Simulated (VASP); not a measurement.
Input of a VASP 6.6.1 run:

Contents of INCAR:

```
ALGO = Normal ; EDIFF = 1E-6
ENCUT = 500 ; GGA_COMPAT = F
ISIF = 2 ; ISMEAR = 0
LASPH = T ; LCHARG = T
LELF = T ; LREAL = F
LVHAR = T ; LWAVE = F
NBANDS = 16 ; NELM = 120
PREC = Accurate ; SIGMA = 0.01
```

File KPOINTS:

```
k-points
0
Gamma
  6 6 6
```

Contents of POSCAR:

```
ZnS
1.0
    0.0000000000      2.6530842400      2.6530842400
    2.6530842400      0.0000000000      2.6530842400
    2.6530842400      2.6530842400      0.0000000000
Zn S
1 1
Direct
    0.2500000000      0.2500000000      0.2500000000
    0.0000000000      0.0000000000      0.0000000000
```

Potentials or basis: VASP PAW LDA potentials, release 64 (Zn, S).

Command:

```console
$ cat potpaw_LDA.64/Zn/POTCAR potpaw_LDA.64/S/POTCAR > POTCAR
$ mpirun -np 1 vasp_std > vasp.out
```

What does it give for the band gap on the k mesh?

2.13 eV, direct.

Estimate the pressure.

-0.2 GPa.

**Experimental background.**

“Electronic, vibrational, and thermodynamic properties of ZnS (zincblende and rocksalt structure)”, 2009, arxiv:0911.5022 quotes, for a bulk crystal of ZnS at 19 K: band gap 3.85 eV (direct).

A measured gap of ZnS is 3.85 eV (direct; 19 K; quoted in “Electronic, vibrational, and thermodynamic properties of ZnS (zincblende and rocksalt structure)”, 2009, arxiv:0911.5022); the calculated 2.13 eV misses it by -1.72 eV. The value is that of LDA, without temperature or zero-point motion. Semilocal functionals fall short of measured gaps as a rule.
